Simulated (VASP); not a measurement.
Wanted: the native input for a VASP 6.6.1 run.

| Property | Result |
| --- | --- |
| Task | single point |
| Functional | PBE |
| Potentials or basis | VASP PAW PBE potentials, release 64 (Al, Ni) |
| Cutoff | 520 eV |
| k mesh | 14 × 14 × 14 |
| Occupations | methfessel-paxton, width 0.3 eV |
| Spin | no spin polarisation |
| Dipole correction | no |
| Further INCAR settings | ALGO = Normal; EDIFF = 1e-06; NBANDS = 24 |

The structure of AlNi3 lies in POSCAR:

```
AlNi3
1.0
    0.0000000000      2.8018887551      2.8018887551
    2.8018887551      0.0000000000      2.8018887551
    2.8018887551      2.8018887551      0.0000000000
Al Ni
1 3
Direct
    0.5000000000      0.5000000000      0.5000000000
    0.2500000000      0.2500000000      0.2500000000
    0.0000000000      0.0000000000      0.0000000000
    0.7500000000      0.7500000000      0.7500000000
```

The input as run:

INCAR

```
SYSTEM = AlNi3
  PREC = Accurate
  ENCUT = 520
  EDIFF = 1E-6
  ISMEAR = 1
  SIGMA = 0.3
  LREAL = .False.
  LASPH = .True.
  NELM = 60
  ALGO = Normal
  ISIF = 2
  LWAVE = .False.
  LCHARG = .True.
  GGA = PE
  LELF = .True.
  LVHAR = .True.
  NBANDS = 24
```

KPOINTS

```
regular mesh
0
Gamma
  14 14 14
  0 0 0
```

Potentials or basis: VASP PAW PBE potentials, release 64 (Al, Ni).

Launch:

```console
$ cat potpaw_PBE.64/Al/POTCAR potpaw_PBE.64/Ni/POTCAR > POTCAR
$ mpirun -np 1 vasp_std > vasp.out
```

Results of the run:

```yaml
Pressure: 6.9 GPa
Band_gap_on_the_k_mesh: zero (an odd number of electrons rules out a gap without spin polarisation)
```

Caveat: the cell stands under pressure; so wide a smearing shifts energies and pressures.

Run time: 81 s on 1 thread of AMD EPYC 9R45 96-Core Processor (Zen 5) (shared host), peak memory 0.2 GiB.
